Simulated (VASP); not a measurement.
# H: relaxation of cell and atoms with LDA

Crystal: H.

```xyz
2
Lattice="-1.6915 1.6915 2.0585 1.6915 -1.6915 2.0585 1.6915 1.6915 -2.0585" Properties=species:S:1:pos:R:3 pbc="T T T"
H     0.0000    0.0000    3.7459
H     0.0000    0.0000    0.3711
```

| Property | Result |
| --- | --- |
| Program | VASP 6.6.1 |
| Task | relaxation of cell and atoms |
| Functional | LDA |
| Potentials or basis | VASP PAW LDA potentials, release 64 (H) |
| Cutoff | 600 eV |
| k mesh | 8 × 8 × 8 |
| Occupations | gaussian, width 0.1 eV |
| Spin | no spin polarisation |
| Dipole correction | no |
| Further INCAR settings | ALGO = Normal; EDIFF = 1e-07; IBRION = 2; EDIFFG = -0.05; NSW = 100; ISIF = 3 |

```json
{
  "Relaxed volume": "7.53 Å³/atom",
  "Relaxed cell": "a = 2.729 Å, b = 2.729 Å, c = 2.729 Å, α = 116.42°, β = 116.42°, γ = 96.32°",
  "Space group after relaxing (to 0.05 Å)": "I4/mmm (No. 139)",
  "Energy gained by relaxing": "22.2 meV/atom",
  "Ionic steps": "16",
  "Pressure after relaxing": "0.1 GPa",
  "Largest force after relaxing": "0.012 eV/Å",
  "Band gap on the k mesh": "6.76 eV, indirect (least direct gap 8.19 eV)"
}
```

Forces on the atoms (eV/Å):
```
H    0.000  0.000  0.012
H    0.000  0.000 -0.012
```

Stress tensor (GPa, compression positive):
```
0.01 0.00 0.00
0.00 0.01 0.00
0.00 0.00 0.25
```

The path:
| step | energy change (eV) | largest force (eV/Å) | pressure (GPa) | volume (Å³) |
| --- | --- | --- | --- | --- |
| 1 | 0.0000 | 0.9651 | 0.87 | 23.56 |
| 2 | 0.0666 | 1.8924 | -4.44 | 23.78 |
| 3 | -0.0130 | 0.0224 | -0.81 | 23.62 |
| 4 | -0.0130 | 0.0056 | -0.76 | 23.62 |
| 5 | -0.0130 | 0.0225 | -0.73 | 23.62 |
| 6 | -0.0138 | 0.0241 | -0.73 | 23.46 |
| 7 | -0.0160 | 0.0296 | -0.72 | 22.99 |
| 8 | -0.0205 | 0.0437 | -0.69 | 22.07 |
| 9 | -0.0288 | 0.0839 | -0.57 | 20.31 |
| 10 | -0.0410 | 0.2110 | 0.07 | 17.07 |
| 11 | -0.0118 | 0.6494 | 5.19 | 11.66 |
| 12 | -0.0406 | 0.4713 | 0.99 | 15.98 |
| 13 | -0.0410 | 0.4476 | 0.95 | 15.94 |
| 14 | -0.0420 | 0.3783 | 0.82 | 15.81 |
| 15 | -0.0435 | 0.2434 | 0.57 | 15.55 |
| 16 | -0.0444 | 0.0124 | 0.09 | 15.05 |

Final structure:
```
H
1.0
    -1.43773    1.43773    1.82048
     1.43773   -1.43773    1.82048
     1.43773    1.43773   -1.82048
H
2
Direct
  0.89405 0.89405 0.00000
  0.10595 0.10595 0.00000
```

Levels at points of the mesh, in eV from the valence-band top:
```csv
k point,band 1,band 2,band 3,band 4,band 5
"(0.00, 0.00, 0.00)",-5.23,16.47,18.85,27.51,27.51
"(0.50, 0.00, 0.00)",-1.83,6.76,19.03,20.92,23.25
"(0.50, 0.50, 0.00)",-1.26,9.37,14.15,17.12,20.37
"(0.50, 0.50, 0.50)",0.00,8.19,15.23,17.27,17.27
```

It took 23 s on 1 thread of Intel(R) Xeon(R) 6975P-C (Granite Rapids), on a shared host, peak memory 0.13 GiB.

Caveat: the volume moved by over 15 % at a fixed basis, so the end points are rough; the relaxation stopped at a loose force limit of 0.05 eV/Å, so its end isn't a converged minimum. A k mesh can miss the band edges.
